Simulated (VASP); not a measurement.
# CsH (I4/mmm) in VASP: further runs

The runs below take CsH through single point, with LDA.

Program: VASP 6.6.1. These are calculated values, not measurements. Logs are shortened: lines on timing, memory, paths and dates and some standing lists are left out, and cuts for length are marked.

### 1 The cell of the first run

The structure is tetragonal, space group I4/mmm (No. 139). The conventional cell has a = 5.061 Å, b = 5.061 Å, c = 5.060 Å, α = 90.00°, β = 90.00°, γ = 90.00°. Within 3.3 Å of Cs (site symmetry 4/mmm) lie 2 H at 2.53 Å. Within 3.3 Å of H (site symmetry 4/mmm) lie 2 Cs at 2.53 Å.

### 2 Single point, LDA

Input file INCAR:

```
PREC = Accurate
ENCUT = 520
EDIFF = 1E-6
ISMEAR = 0
SIGMA = 0.05
LREAL = F
LASPH = T
NELM = 60
ALGO = Normal
ISIF = 2
LWAVE = F
LCHARG = F
NBANDS = 12
```

Input file KPOINTS:

```
regular mesh
0
Gamma
  8 8 8
```

Input file POSCAR:

```
CsH
1.0
    0.0000000000      3.5785891550      2.5300625326
    3.5785891550      0.0000000000      2.5300625326
    3.5785891550      3.5785891550      0.0000000000
Cs H
1 1
Direct
    0.0000000000      0.0000000000      0.0000000000
    0.5000000000      0.5000000000      0.5000000000
```

Potentials or basis: VASP PAW LDA potentials, release 64 (Cs_sv, H).

The run is started by

```bash
> cat potpaw_LDA.64/Cs_sv/POTCAR potpaw_LDA.64/H/POTCAR > POTCAR
> mpirun -np 1 vasp_std > vasp.out
```

OUTCAR:

```text
PREC = Accurate
   ENCUT = 520
   EDIFF = 1E-6
   ISMEAR = 0
   LREAL = F
   LASPH = T
   NELM = 60
   ISIF = 2

 ion  position               nearest neighbor table
   1  0.000  0.000  0.000-
   2  0.500  0.500  0.500-

  LATTYP: Found a body centered tetragonal cell.
 ALAT       =     5.0608893172
 C/A-ratio  =     0.9998489886

  Lattice vectors:

 A1 = (   0.0000000000,  -3.5785891550,  -2.5300625326)
 A2 = (   0.0000000000,   3.5785891550,  -2.5300625326)
 A3 = (   3.5785891550,   0.0000000000,   2.5300625326)

Analysis of symmetry for initial positions (statically):
=====================================================================
 Subroutine PRICEL returns:
 Original cell was already a primitive cell.

 Routine SETGRP: Setting up the symmetry group for a
 body centered tetragonal supercell.

 Subroutine GETGRP returns: Found 16 space group operations
 (whereof 16 operations were pure point group operations)
 out of a pool of 16 trial point group operations.

The static configuration has the point symmetry D_4h.

Analysis of symmetry for dynamics (positions and initial velocities):
=====================================================================
 Subroutine PRICEL returns:
 Original cell was already a primitive cell.

 Routine SETGRP: Setting up the symmetry group for a
 body centered tetragonal supercell.

 Subroutine GETGRP returns: Found 16 space group operations
 (whereof 16 operations were pure point group operations)
 out of a pool of 16 trial point group operations.

The dynamic configuration has the point symmetry D_4h.

 Subroutine INISYM returns: Found 16 space group operations
 (whereof 16 operations are pure point group operations),
 and found     1 'primitive' translations

----------------------------------------------------------------------------------------

                                     Primitive cell

  volume of cell :      64.8015

  direct lattice vectors                    reciprocal lattice vectors
     0.000000000  3.578589155  2.530062533    -0.139719867  0.139719867  0.197623574
     3.578589155  0.000000000  2.530062533     0.139719867 -0.139719867  0.197623574
     3.578589155  3.578589155  0.000000000     0.139719867  0.139719867 -0.197623574

  length of vectors
     4.382638105  4.382638105  5.060889317     0.279460837  0.279460837  0.279460837

  position of ions in fractional coordinates (direct lattice)
     0.000000000  0.000000000  0.000000000
     0.500000000  0.500000000  0.500000000

  ion indices of the primitive-cell ions
   primitive index   ion index
                 1           1
                 2           2

----------------------------------------------------------------------------------------

 KPOINTS: regular mesh

Automatic generation of k-mesh.
 Grid dimensions read from file:
 generate k-points for:    8    8    8

 Generating k-lattice:

  Cartesian coordinates                     Fractional coordinates (reciprocal lattice)
    -0.017464983  0.017464983  0.024702947     0.125000000  0.000000000  0.000000000
     0.017464983 -0.017464983  0.024702947     0.000000000  0.125000000  0.000000000
     0.017464983  0.017464983 -0.024702947     0.000000000  0.000000000  0.125000000

  Length of vectors
     0.034932605  0.034932605  0.034932605

  Shift w.r.t. Gamma in fractional coordinates (k-lattice)
     0.000000000  0.000000000  0.000000000

 Subroutine IBZKPT returns following result:
 ===========================================

 Found     59 irreducible k-points:

 Following reciprocal coordinates:
            Coordinates               Weight
  0.000000  0.000000  0.000000      1.000000
  0.125000  0.000000  0.000000      8.000000
  0.250000  0.000000  0.000000      8.000000
  0.375000  0.000000  0.000000      8.000000
  0.500000  0.000000  0.000000      4.000000
  0.125000  0.125000  0.000000      2.000000
[... 16 lines left out ...]
  0.250000  0.000000  0.125000     16.000000
  0.375000  0.000000  0.125000     16.000000
 [... further k-points ...]
   k-points           NKPTS =     59   k-points in BZ     NKDIM =     59   number of bands    NBANDS=     12
   number of dos      NEDOS =    301   number of ions     NIONS =      2
   total plane-waves  NPLWV =  51840
   dimension x,y,z NGX =    36 NGY =   36 NGZ =   40
   dimension x,y,z NGXF=    72 NGYF=   72 NGZF=   80
   ions per type =               1   1
   NGX,Y,Z   is equivalent  to a cutoff of  13.66, 13.66, 13.14 a.u.
   NGXF,Y,Z  is equivalent  to a cutoff of  27.31, 27.31, 26.28 a.u.
 SYSTEM =  unknown system
   PREC   = accura    normal or accurate (medium, high low for compatibility)
   ISTART =      0    job   : 0-new  1-cont  2-samecut
   ICHARG =      2    charge: 1-file 2-atom 10-const
   ISPIN  =      1    spin polarized calculation?
   LNONCOLLINEAR =      F non collinear calculations
   LSORBIT =      F    spin-orbit coupling
   LASPH  =      T    aspherical Exc in radial PAW
   ENCUT  =  520.0 eV  38.22 Ry    6.18 a.u.   8.15  8.15  9.41*2*pi/ulx,y,z
   NELM   =     60;   NELMIN=  2; NELMDL= -5     # of ELM steps
   EDIFF  = 0.1E-05   stopping-criterion for ELM
   LREAL  =      F    real-space projection
   EDIFFG = 0.1E-04   stopping-criterion for IOM
   NSW    =      0    number of steps for IOM
   IBRION =     -1    ionic relax: 0-MD 1-quasi-New 2-CG
   NFREE  =      0    steps in history (QN), initial steepest desc. (CG)
   ISIF   =      2    stress and relaxation
   ISYM   =      2    0-nonsym 1-usesym 2-fastsym
   POTIM  = 0.5000    time-step for ionic-motion
   TEBEG  =    0.0;   TEEND  =   0.0 temperature during run
   PSTRESS=    0.0 pullay stress
   NELECT =      10.0000    total number of electrons
   NUPDOWN=      -1.0000    fix difference up-down
   EMIN   =  10.00;   EMAX   =-10.00  energy-range for DOS
   EFERMI =   0.00;   METHOD = LEGACY
   ISMEAR =     0;   SIGMA  =   0.05  broadening in eV -4-tet -1-fermi 0-gaus
   EFERMI_NEDOS =   21; number of points for ismear=-14 and -15
   IALGO  =     38    algorithm
   IMIX   =      4    mixing-type and parameters
     AMIX     =   0.40;   BMIX     =  1.00
     AMIX_MAG =   1.60;   BMIX_MAG =  1.00
  volume/ion in A,a.u.               =      32.40       218.65
  Fermi-wavevector in a.u.,A,eV,Ry     =   0.878105  1.659378 10.491026  0.771069
  Thomas-Fermi vector in A             =   1.998146
   LORBIT       =      0    0 simple, 1 ext, 2 COOP (PROOUT), +10 PAW based schemes
   GGA     = CA    functional components
   LHFCALC =     F    Hartree Fock is set to
   AEXX    =    0.0000 exact exchange contribution
   IVDW    =     0    specifies the selected vdW correction
   LEPSILON=     F    determine dielectric tensor
   LRPA    =     F    only Hartree local field effects (RPA)
 non-spin polarized calculation
 Gauss-broadening in eV      SIGMA  =   0.05
  energy-cutoff  :      520.00
  volume of cell :       64.80
 maximum number of plane-waves:      1766
 NGX is ok and might be reduce to    36
   NGX = 17   NGY = 17   NGZ = 19

 number of electron      10.0000000 magnetization

 Free energy of the ion-electron system (eV)
  ---------------------------------------------------
  ext. energy  EPLUGINS =         0.00000000
  ---------------------------------------------------
  free energy    TOTEN  =        -4.40055778 eV

  energy without entropy =       -4.40055778  energy(sigma->0) =       -4.40055778

 E-fermi :   1.0393     XC(G=0):  -7.4212

 val. band max:        0.8240346050   @ k =   0.5000   0.0000   0.0000
 cond. band min:       1.9765156390   @ k =   0.5000   0.0000   0.0000
 fundamental gap:      1.1524810340
 Fermi energy:         1.0392845466

 k-point     1 :       0.0000    0.0000    0.0000
  band No.  band energies     occupation
      1     -21.2178      2.00000
      2      -7.7587      2.00000
      3      -7.7587      2.00000
      4      -7.5742      2.00000
      5      -1.7585      2.00000
      6       3.5533      0.00000
      7       5.0919      0.00000
      8       5.1828      0.00000
      9       5.1828      0.00000
     10       6.5158      0.00000
     11       8.5350      0.00000
     12       8.5350      0.00000

 k-point     2 :       0.1250    0.0000    0.0000
  band No.  band energies     occupation
      1     -21.2044      2.00000
      2      -7.8645      2.00000
      3      -7.7964      2.00000
      4      -7.6535      2.00000
      5      -1.4258      2.00000
      6       3.5027      0.00000
      7       4.7830      0.00000
      8       5.0160      0.00000
      9       5.4717      0.00000
     10       6.2474      0.00000
     11       9.1183      0.00000
     12       9.2297      0.00000

 k-point     3 :       0.2500    0.0000    0.0000
  band No.  band energies     occupation
      1     -21.1718      2.00000
      2      -8.2053      2.00000
      3      -7.8850      2.00000
      4      -7.7113      2.00000
      5      -0.6131      2.00000
      6       3.0226      0.00000
      7       4.1933      0.00000
      8       5.1455      0.00000
      9       6.3672      0.00000
     10       6.4285      0.00000
     11       9.0393      0.00000
     12      10.0981      0.00000

 k-point     4 :       0.3750    0.0000    0.0000
  band No.  band energies     occupation
      1     -21.1388      2.00000
      2      -8.5234      2.00000
      3      -7.9703      2.00000
      4      -7.7433      2.00000
      5       0.3107      2.00000
      6       2.3481      0.00000
      7       3.7669      0.00000
      8       5.8500      0.00000
      9       6.6108      0.00000
     10       7.7997      0.00000
     11       7.9003      0.00000
     12       9.9103      0.00000

 k-point     5 :       0.5000    0.0000    0.0000
  band No.  band energies     occupation
      1     -21.1250      2.00000
      2      -8.6460      2.00000
      3      -8.0048      2.00000
      4      -7.7552      2.00000
      5       0.8240      2.00000
      6       1.9765      0.00000
      7       3.6173      0.00000
      8       6.4881      0.00000
      9       6.5500      0.00000
     10       7.1670      0.00000
     11       9.2481      0.00000
     12      10.2187      0.00000
[... 228 lines left out ...]
      1     -21.0676      2.00000
      2      -8.3021      2.00000
      3      -8.3021      2.00000
      4      -8.1284      2.00000
      5      -1.2986      2.00000
      6       2.3373      0.00000
      7       7.0922      0.00000
      8       7.0922      0.00000
      9       7.5990      0.00000
     10       8.1541      0.00000
     11       8.5040      0.00000
     12       8.6240      0.00000

 k-point    22 :       0.1250    0.0000    0.1250
  band No.  band energies     occupation
      1     -21.2051      2.00000
      2      -7.8985      2.00000
      3      -7.7606      2.00000
      4      -7.6132      2.00000
      5      -1.5822      2.00000
      6       3.3884      0.00000
      7       4.9004      0.00000
      8       4.9961      0.00000
      9       5.5163      0.00000
     10       6.4054      0.00000
     11       8.9891      0.00000
     12       9.6375      0.00000

 k-point    23 :       0.2500    0.0000    0.1250
  band No.  band energies     occupation
      1     -21.1825      2.00000
      2      -8.0965      2.00000
      3      -7.8164      2.00000
      4      -7.6896      2.00000
      5      -1.1618      2.00000
      6       3.1765      0.00000
      7       4.4561      0.00000
      8       4.9879      0.00000
      9       6.1784      0.00000
     10       6.5598      0.00000
     11       9.5069      0.00000
     12      10.6110      0.00000

 k-point    24 :       0.3750    0.0000    0.1250
  band No.  band energies     occupation
      1     -21.1497      2.00000
      2      -8.3695      2.00000
      3      -7.9479      2.00000
      4      -7.7503      2.00000
      5      -0.3805      2.00000
      6       2.7005      0.00000
      7       3.9878      0.00000
      8       5.5005      0.00000
      9       6.8749      0.00000
     10       7.3464      0.00000
     11       8.9554      0.00000
     12      10.1385      0.00000

 [... further k-points ...]
[... 5 lines left out ...]
  --------------------------------------------------------------------------------------
  -------------------------------------------------------------------------------------
  Total       -0.8167800     -0.8167800      4.5776591      0.0000000      0.0000000      0.0000000
  in kB      -20.1943896    -20.1943896    113.1798460      0.0000000      0.0000000      0.0000000
  external PRESSURE =      24.2636890 kB  Pullay stress =       0.0000000 kB

 VOLUME and BASIS-vectors are now :
 -----------------------------------------------------------------------------
  energy-cutoff  :      520.00
  volume of cell :       64.80
      direct lattice vectors                 reciprocal lattice vectors
     0.000000000  3.578589155  2.530062533    -0.139719867  0.139719867  0.197623574
     3.578589155  0.000000000  2.530062533     0.139719867 -0.139719867  0.197623574
     3.578589155  3.578589155  0.000000000     0.139719867  0.139719867 -0.197623574

 POSITION                                       TOTAL-FORCE (eV/Angst)
 -----------------------------------------------------------------------------------
      0.00000      0.00000      0.00000        -0.000000     -0.000000      0.000000
      3.57859      3.57859      2.53006         0.000000      0.000000      0.000000
 -----------------------------------------------------------------------------------
    total drift:                                0.000000      0.000000      0.000000

  FREE ENERGIE OF THE ION-ELECTRON SYSTEM (eV)
  ---------------------------------------------------
  free  energy   TOTEN  =        -4.4005577799 eV

  energy  without entropy=       -4.4005577799  energy(sigma->0) =       -4.40055778
```

It took 16 s on 1 thread of Intel Xeon 6975P-C (Granite Rapids), shared host; peak memory 0.2 GiB.

What came out:

| Property | Result |
| --- | --- |
| Free energy | -4.4006 eV |
| Pressure | 2.4 GPa |
| Band gap on the k mesh | 1.15 eV, direct |

Stress tensor (GPa, compression positive):
```
-2.02  0.00  0.00
 0.00 -2.02  0.00
 0.00  0.00 11.32
```

Caveat: spin-orbit coupling is left out, which moves the levels of the heavy elements. A k mesh can miss the band edges.

(Continued in part 2 of 2.)
